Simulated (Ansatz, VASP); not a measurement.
BaTe: VASP beside Ansatz

Contents of INCAR:

```
ALGO = Normal
EDIFF = 1E-6
ENCUT = 520
GGA = PS
ISIF = 2
ISMEAR = 0
LASPH = T
LCHARG = F
LREAL = F
LWAVE = F
NBANDS = 24
NELM = 80
PREC = Accurate
SIGMA = 0.05
```

Contents of KPOINTS:

```
k-points
0
Gamma
  8 8 4
```

File POSCAR:

```
BaTe
1.0
    4.8089211837      0.0000000000     -0.0240446059
   -2.4044605919      4.1646479098      0.0120223030
   -0.0422955207      0.0000000000      8.4591041432
Ba Te
2 2
Direct
    0.0000000000      0.0000000000      0.0000000000
    0.0000000000      0.0000000000      0.5000000000
    0.3333333333      0.6666666667      0.2500000000
    0.6666666667      0.3333333333      0.7500000000
```

Input for Ansatz:

```yaml
crystal:
  lattice:
    - [4.8089211837, 0.0, -0.0240446059]
    - [-2.4044605919, 4.1646479098, 0.012022303]
    - [-0.0422955207, 0.0, 8.4591041432]
  atoms:
    - { symbol: Ba, position: [0.0, 0.0, 0.0] }
    - { symbol: Ba, position: [0.0, 0.0, 0.5] }
    - { symbol: Te, position: [0.3333333333, 0.6666666667, 0.25] }
    - { symbol: Te, position: [0.6666666667, 0.3333333333, 0.75] }
basis:
  ecutwfc: 420
  ecutrho_ratio: 4
kpoints:
  mp_grid: { grid: [8, 8, 4] }
hamiltonian:
  xc: pbesol
scf:
  occupations: { method: gaussian, width: 0.05 }
output:
  forces: true
  stress: true
  eigenvalues: true
```

Change from the starting cell: strain e5 = -0.01, atoms carried along.

Alike in both runs: task single point; functional PBEsol; k mesh 8 × 8 × 4; occupations gaussian, width 0.05 eV; no spin polarisation.

|  | VASP | Ansatz |
| --- | --- | --- |
| version | VASP 6.6.1 | Ansatz 0.2.0 |
| potentials or method | VASP PAW PBE potentials, release 64 (Ba_sv, Te), cutoff 520 eV | scalar-relativistic, plane waves, PAW |
| valence electrons in the cell | 32 | 52 |

Ansatz gave:

| Property | Result |
| --- | --- |
| gap on the k mesh at the Fermi level (eV) | 1.59 |
| least direct gap on the mesh (eV) | 1.64 |
| pressure (GPa) | 0.0 |
| traceless stress, the component that is largest in VASP (GPa) | 0.21 |

Q: Estimate VASP's values.

A: gap on the k mesh at the Fermi level (eV): 1.49; least direct gap on the mesh (eV): 1.54; pressure (GPa): 0.4; traceless stress, the component that is largest in VASP (GPa): 0.23.

VASP's potentials were made for PBE, not for PBEsol. VASP's potentials hold 32 valence electrons a cell and Ansatz's 52, so a difference there can come from the potentials and not from the codes.

Spin-orbit coupling is off throughout.
